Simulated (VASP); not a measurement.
# BN (P1) in VASP: relaxation of cell and atoms with PBEsol

Aim: the relaxation of cell and atoms of BN with PBEsol.

Everything below comes from runs of VASP 6.6.1. Logs are shortened: lines on timing, memory, paths and dates and some standing lists are left out, and cuts for length are marked.

## (1) The cell of the first run

The typed cell holds 8 atoms: a = 2.536 Å, b = 5.107 Å, c = 4.217 Å, α = 89.04°, β = 89.52°, γ = 120.36°.

## (2) Relaxation of cell and atoms, PBEsol

Contents of INCAR:

```
  PREC = Accurate
  ENCUT = 600
  EDIFF = 1E-6
  ISMEAR = -1
  SIGMA = 0.05
  LREAL = False
  LASPH = True
  NELM = 60
  ALGO = Normal
  ISIF = 3
  LWAVE = False
  LCHARG = False
  GGA = PS
  IBRION = 2
  NSW = 100
  EDIFFG = -0.01
```

Contents of KPOINTS:

```
regular mesh
0
Gamma
  8 8 4
```

Contents of POSCAR:

```
BN
1.0
    2.5358406451     -0.0132525136      0.0106545747
   -2.5587946721      4.4198734590      0.0426880375
    0.0176247839      0.0509449727      4.2162762673
B N
4 4
Direct
    0.3710541998      0.3331887094     -0.0286747003
    0.6582022022      0.1584224520      0.4492042181
    0.3928883954      0.8417332417     -0.0062789816
    0.7459273637      0.6824484884      0.4845735759
    0.3111373320      0.3230190930      0.3557825247
    0.6971151362      0.1770089773      0.8800331812
    0.3221917185      0.8277921578      0.3502473626
    0.6603911709      0.6326452089      0.8827053233
```

Potentials or basis: VASP PAW PBE potentials, release 64 (B, N).

Command:

```bash
$ cat potpaw_PBE.64/B/POTCAR potpaw_PBE.64/N/POTCAR > POTCAR
$ mpirun -np 1 vasp_std > vasp.out
```

OUTCAR:

```text
PREC = Accurate
   ENCUT = 600
   EDIFF = 1E-6
   ISMEAR = -1
   LREAL = False
   LASPH = True
   NELM = 60
   ISIF = 3
   GGA = PS
   IBRION = 2
   NSW = 100
   EDIFFG = -0.01

 ion  position               nearest neighbor table
   1  0.371  0.333  0.971-   8 1.36   6 1.46   6 1.53   5 1.62
   2  0.658  0.158  0.449-   5 1.47   7 1.53   5 1.54   6 1.82
   3  0.393  0.842  0.994-   7 1.51   6 1.55   8 1.60   8 1.68
   4  0.746  0.682  0.485-   7 1.37   7 1.68   8 1.69   5 1.70
   5  0.311  0.323  0.356-   2 1.47   2 1.54   1 1.62   4 1.70
   6  0.697  0.177  0.880-   1 1.46   1 1.53   3 1.55   2 1.82
   7  0.322  0.828  0.350-   4 1.37   3 1.51   2 1.53   4 1.68
   8  0.660  0.633  0.883-   1 1.36   3 1.60   3 1.68   4 1.69

  LATTYP: Found a triclinic cell.
 ALAT       =     4.4070035714
 B/A-ratio  =     1.4006080608
 C/A-ratio  =     0.5754244615
 COS(alpha) =     0.0017311349
 COS(beta)  =     0.0103830732
 COS(gamma) =     0.7304815743

  Lattice vectors:

 A1 = (   0.0229540270,  -4.4066209454,  -0.0533426122)
 A2 = (   0.0053292431,  -4.4575659181,  -4.2696188795)
 A3 = (   2.5358406451,  -0.0132525136,   0.0106545747)

Analysis of symmetry for initial positions (statically):
=====================================================================
 Subroutine PRICEL returns:
 Original cell was already a primitive cell.

 Routine SETGRP: Setting up the symmetry group for a
 triclinic supercell.

 Subroutine GETGRP returns: Found  1 space group operations
 (whereof  1 operations were pure point group operations)
 out of a pool of  2 trial point group operations.

The static configuration has the point symmetry C_1 .

Analysis of symmetry for dynamics (positions and initial velocities):
=====================================================================
 Subroutine PRICEL returns:
 Original cell was already a primitive cell.

 Routine SETGRP: Setting up the symmetry group for a
 triclinic supercell.

 Subroutine GETGRP returns: Found  1 space group operations
 (whereof  1 operations were pure point group operations)
 out of a pool of  2 trial point group operations.

The dynamic configuration has the point symmetry C_1 .

 Subroutine INISYM returns: Found  1 space group operations
 (whereof  1 operations are pure point group operations),
 and found     1 'primitive' translations

----------------------------------------------------------------------------------------

                                     Primitive cell

  volume of cell :      47.1057

  direct lattice vectors                    reciprocal lattice vectors
     2.535840645 -0.013252514  0.010654575     0.395562131  0.229045245 -0.004421058
    -2.558794672  4.419873459  0.042688037     0.001197712  0.226970748 -0.002747478
     0.017624784  0.050944973  4.216276267    -0.001011716 -0.002876784  0.237215098

  length of vectors
     2.535897657  5.107302011  4.216620873     0.457111222  0.226990536  0.237234699

  position of ions in fractional coordinates (direct lattice)
     0.371054200  0.333188709  0.971325300
     0.658202202  0.158422452  0.449204218
     0.392888395  0.841733242  0.993721018
     0.745927364  0.682448488  0.484573576
     0.311137332  0.323019093  0.355782525
     0.697115136  0.177008977  0.880033181
     0.322191719  0.827792158  0.350247363
     0.660391171  0.632645209  0.882705323

  ion indices of the primitive-cell ions
   primitive index   ion index
                 1           1
                 2           2
                 3           3
                 4           4
                 5           5
                 6           6
                 7           7
                 8           8

----------------------------------------------------------------------------------------

 KPOINTS: regular mesh

Automatic generation of k-mesh.
 Grid dimensions read from file:
 generate k-points for:    8    8    4

 Generating k-lattice:

  Cartesian coordinates                     Fractional coordinates (reciprocal lattice)
     0.049445266  0.028630656 -0.000552632     0.125000000  0.000000000 -0.000000000
     0.000149714  0.028371343 -0.000343435    -0.000000000  0.125000000 -0.000000000
    -0.000252929 -0.000719196  0.059303775    -0.000000000  0.000000000  0.250000000

  Length of vectors
     0.057138903  0.028373817  0.059308675

  Shift w.r.t. Gamma in fractional coordinates (k-lattice)
     0.000000000  0.000000000  0.000000000

 Subroutine IBZKPT returns following result:
 ===========================================

 Found    132 irreducible k-points:

 Following reciprocal coordinates:
            Coordinates               Weight
  0.000000  0.000000  0.000000      1.000000
  0.125000  0.000000  0.000000      2.000000
  0.250000  0.000000  0.000000      2.000000
  0.375000  0.000000  0.000000      2.000000
  0.500000  0.000000  0.000000      1.000000
 -0.000000  0.125000 -0.000000      2.000000
[... 16 lines left out ...]
  0.125000  0.375000  0.000000      2.000000
  0.250000  0.375000  0.000000      2.000000
 [... further k-points ...]
   k-points           NKPTS =    132   k-points in BZ     NKDIM =    132   number of bands    NBANDS=     21
   number of dos      NEDOS =    301   number of ions     NIONS =      8
   total plane-waves  NPLWV =  30240
   dimension x,y,z NGX =    20 NGY =   42 NGZ =   36
   dimension x,y,z NGXF=    40 NGYF=   84 NGZF=   72
   ions per type =               4   4
   NGX,Y,Z   is equivalent  to a cutoff of  13.11, 13.67, 14.19 a.u.
   NGXF,Y,Z  is equivalent  to a cutoff of  26.22, 27.34, 28.39 a.u.
 SYSTEM =  unknown system
   PREC   = accura    normal or accurate (medium, high low for compatibility)
   ISTART =      0    job   : 0-new  1-cont  2-samecut
   ICHARG =      2    charge: 1-file 2-atom 10-const
   ISPIN  =      1    spin polarized calculation?
   LNONCOLLINEAR =      F non collinear calculations
   LSORBIT =      F    spin-orbit coupling
   LASPH  =      T    aspherical Exc in radial PAW
   ENCUT  =  600.0 eV  44.10 Ry    6.64 a.u.   5.06 10.20  8.42*2*pi/ulx,y,z
   NELM   =     60;   NELMIN=  2; NELMDL= -5     # of ELM steps
   EDIFF  = 0.1E-05   stopping-criterion for ELM
   LREAL  =      F    real-space projection
   EDIFFG = -.1E-01   stopping-criterion for IOM
   NSW    =    100    number of steps for IOM
   IBRION =      2    ionic relax: 0-MD 1-quasi-New 2-CG
   NFREE  =      1    steps in history (QN), initial steepest desc. (CG)
   ISIF   =      3    stress and relaxation
   ISYM   =      2    0-nonsym 1-usesym 2-fastsym
   POTIM  = 0.5000    time-step for ionic-motion
   TEBEG  =    0.0;   TEEND  =   0.0 temperature during run
   PSTRESS=    0.0 pullay stress
   NELECT =      32.0000    total number of electrons
   NUPDOWN=      -1.0000    fix difference up-down
   EMIN   =  10.00;   EMAX   =-10.00  energy-range for DOS
   EFERMI =   0.00;   METHOD = LEGACY
   ISMEAR =    -1;   SIGMA  =   0.05  broadening in eV -4-tet -1-fermi 0-gaus
   EFERMI_NEDOS =   21; number of points for ismear=-14 and -15
   IALGO  =     38    algorithm
   IMIX   =      4    mixing-type and parameters
     AMIX     =   0.40;   BMIX     =  1.00
     AMIX_MAG =   1.60;   BMIX_MAG =  1.00
  volume/ion in A,a.u.               =       5.89        39.74
  Fermi-wavevector in a.u.,A,eV,Ry     =   1.439131  2.719563 28.178999  2.071098
  Thomas-Fermi vector in A             =   2.558021
   LORBIT       =      0    0 simple, 1 ext, 2 COOP (PROOUT), +10 PAW based schemes
   GGA     = PS    functional components
   LHFCALC =     F    Hartree Fock is set to
   AEXX    =    0.0000 exact exchange contribution
   IVDW    =     0    specifies the selected vdW correction
   LEPSILON=     F    determine dielectric tensor
   LRPA    =     F    only Hartree local field effects (RPA)
 conjugate gradient relaxation of ions
 non-spin polarized calculation
  energy-cutoff  :      600.00
  volume of cell :       47.11
 maximum number of plane-waves:      1594
   NGX = 11   NGY = 21   NGZ = 17

--------------------------------------- Ionic step        1  -------------------------------------------

 number of electron      31.9999999 magnetization

 Free energy of the ion-electron system (eV)
  ---------------------------------------------------
  ext. energy  EPLUGINS =         0.00000000
  ---------------------------------------------------
  free energy    TOTEN  =       -70.81371113 eV

  energy without entropy =      -70.81371113  energy(sigma->0) =      -70.81371113

------------------------ aborting loop because EDIFF is reached ----------------------------------------

  FORCE on cell =-STRESS in cart. coord.  units (eV):
  Direction    XX          YY          ZZ          XY          YZ          ZX
  --------------------------------------------------------------------------------------
  -------------------------------------------------------------------------------------
  Total        4.3603417      5.3580134      3.6734847      2.6752703     -3.8124563     -2.5134024
  in kB      148.3056183    182.2388127    124.9439738     90.9923213   -129.6707304    -85.4868104
  external PRESSURE =     151.8294682 kB  Pullay stress =       0.0000000 kB
[... 107 lines left out ...]
  FREE ENERGIE OF THE ION-ELECTRON SYSTEM (eV)
  ---------------------------------------------------
  free  energy   TOTEN  =       -72.8613590543 eV

  energy  without entropy=      -72.8613590543  energy(sigma->0) =      -72.86135905

[... ionic steps 4 to 15 ...]

--------------------------------------- Ionic step       16  -------------------------------------------

 number of electron      32.0000000 magnetization

------------------------ aborting loop because EDIFF is reached ----------------------------------------

  FORCE on cell =-STRESS in cart. coord.  units (eV):
  Direction    XX          YY          ZZ          XY          YZ          ZX
  --------------------------------------------------------------------------------------
  -------------------------------------------------------------------------------------
  Total        0.0218170      0.0235110      0.0166480      0.0007253     -0.0014943     -0.0004268
  in kB        0.7431378      0.8008387      0.5670674      0.0247039     -0.0508976     -0.0145369
  external PRESSURE =       0.7036813 kB  Pullay stress =       0.0000000 kB
[... 69 lines left out ...]
  energy  without entropy=      -73.2671170853  energy(sigma->0) =      -73.26711709

--------------------------------------- Ionic step       18  -------------------------------------------

 number of electron      32.0000000 magnetization

 Free energy of the ion-electron system (eV)
  ---------------------------------------------------
  ext. energy  EPLUGINS =         0.00000000
  ---------------------------------------------------
  free energy    TOTEN  =       -73.26713944 eV

  energy without entropy =      -73.26713944  energy(sigma->0) =      -73.26713944

 E-fermi :   8.6082     XC(G=0): -13.0283

 val. band max:        7.5786512293   @ k =   0.0000   0.0000   0.0000
 cond. band min:      12.6045839775   @ k =  -0.3750   0.3750  -0.0000
 fundamental gap:      5.0259327482
 Fermi energy:         8.6082406352

 k-point     1 :       0.0000    0.0000    0.0000
  band No.  band energies     occupation
      1     -12.9059      2.00000
      2      -8.7418      2.00000
      3      -8.6812      2.00000
      4      -7.4635      2.00000
      5      -3.4800      2.00000
      6      -2.0035      2.00000
[... 550 lines left out ...]
      5      -1.7651      2.00000
      6      -0.5960      2.00000
[... 13 lines left out ...]
     20      17.3614      0.00000
     21      17.7373      0.00000

 [... further k-points ...]

------------------------ aborting loop because EDIFF is reached ----------------------------------------

  FORCE on cell =-STRESS in cart. coord.  units (eV):
  Direction    XX          YY          ZZ          XY          YZ          ZX
  --------------------------------------------------------------------------------------
  -------------------------------------------------------------------------------------
  Total       -0.0051830     -0.0076963     -0.0047487     -0.0018998     -0.0036964      0.0037012
  in kB       -0.1765033     -0.2620941     -0.1617134     -0.0646969     -0.1258773      0.1260420
  external PRESSURE =      -0.2001036 kB  Pullay stress =       0.0000000 kB
[... 23 lines left out ...]
  FREE ENERGIE OF THE ION-ELECTRON SYSTEM (eV)
  ---------------------------------------------------
  free  energy   TOTEN  =       -73.2671394373 eV

  energy  without entropy=      -73.2671394373  energy(sigma->0) =      -73.26713944

 reached required accuracy - stopping structural energy minimisation
```

It took 15 min on 1 thread of Intel Xeon Platinum 8488C (Sapphire Rapids), shared host; peak memory 0.27 GiB.

Results:

- Free energy: -73.2671 eV
- Relaxed volume: 5.88 Å³/atom
- Relaxed cell: a = 2.542 Å, b = 5.084 Å, c = 4.204 Å, α = 90.00°, β = 90.00°, γ = 120.00°
- Space group after relaxing (to 0.1 Å): P6_3mc (No. 186)
- Energy gained by relaxing: 306.7 meV/atom
- Ionic steps: 18
- Pressure after relaxing: 0.0 GPa
- Largest force after relaxing: 0.008 eV/Å
- Band gap on the k mesh: 5.03 eV (least direct gap 6.54 eV)

Forces in eV/Å, atoms in the order of the input:
```
B   -0.003  0.005 -0.004
B    0.002  0.000 -0.001
B    0.003 -0.006  0.000
B    0.001 -0.002  0.005
N    0.000 -0.005  0.005
N   -0.001  0.000  0.000
N   -0.002  0.007 -0.003
N   -0.002  0.000 -0.001
```

The path:
| step | energy change (eV) | largest force (eV/Å) | pressure (GPa) | volume (Å³) |
| --- | --- | --- | --- | --- |
| 1 | 0.0000 | 10.4417 | 15.18 | 47.11 |
| 2 | 2.1278 | 8.8767 | -4.73 | 50.96 |
| 3 | -2.0476 | 2.6663 | -8.66 | 48.45 |
| 4 | -2.0628 | 2.6635 | -8.03 | 48.36 |
| 5 | -2.0652 | 2.6645 | -7.62 | 48.31 |
| 6 | -2.2914 | 2.2343 | 2.43 | 46.84 |
| 7 | -2.3782 | 1.0681 | -2.10 | 47.32 |
| 8 | -2.4180 | 0.9967 | 2.75 | 46.73 |
| 9 | -2.4344 | 0.3867 | 0.90 | 46.94 |
| 10 | -2.4480 | 0.2033 | 0.15 | 47.03 |
| 11 | -2.4480 | 0.2167 | 0.10 | 47.03 |
| 12 | -2.4526 | 0.1094 | -0.33 | 47.09 |
| 13 | -2.4526 | 0.1135 | -0.35 | 47.09 |
| 14 | -2.4532 | 0.0634 | 0.11 | 47.03 |
| 15 | -2.4533 | 0.0449 | 0.00 | 47.05 |
| 16 | -2.4534 | 0.0189 | 0.07 | 47.04 |
| 17 | -2.4534 | 0.0190 | 0.07 | 47.04 |
| 18 | -2.4534 | 0.0078 | -0.02 | 47.05 |

Final structure:
```
CELL_PARAMETERS angstrom
2.54180 0.00004 -0.00007
-2.54173 4.40248 0.00006
-0.00008 0.00003 4.20429
ATOMIC_POSITIONS crystal
B 0.35323 0.33034 0.98375
B 0.68648 0.16370 0.48373
B 0.35319 0.83039 0.98372
B 0.68652 0.66371 0.48370
N 0.35320 0.33039 0.35815
N 0.68657 0.16370 0.85818
N 0.35317 0.83034 0.35819
N 0.68655 0.66370 0.85818
```

Levels at points of the mesh, in eV from the valence-band top:
```csv
k point,band 12,band 13,band 14,band 15,band 16,band 17,band 18,band 19,band 20,band 21
"(0.00, 0.00, 0.00)",-2.15,-2.13,-0.28,0.00,0.00,6.57,7.82,8.32,8.32,8.57
"(0.50, 0.00, 0.00)",-5.04,-4.51,-4.51,-2.13,-2.13,6.57,6.57,7.82,7.82,10.54
"(0.00, 0.50, 0.00)",-3.78,-1.65,-1.65,-1.16,-1.16,7.20,7.20,9.32,9.32,10.05
"(0.50, 0.50, 0.00)",-5.75,-4.20,-4.20,-3.80,-3.80,6.07,6.07,11.00,11.00,11.87
"(0.00, 0.00, 0.50)",-3.61,-1.19,-1.19,-1.19,-1.19,6.46,6.46,9.47,9.47,9.89
"(0.50, 0.00, 0.50)",-3.81,-3.61,-3.61,-3.61,-3.61,6.45,6.45,6.46,6.46,9.96
"(0.00, 0.50, 0.50)",-4.14,-2.71,-2.71,-2.70,-2.70,7.81,7.81,7.81,7.81,11.25
"(0.50, 0.50, 0.50)",-6.34,-3.32,-3.32,-3.32,-3.32,8.61,8.61,8.62,8.62,11.15
```

Caveat: the structure was generated, so it needn't be the stable form of BN; the PAW data sets were made with another functional, which shifts forces and pressure a little.
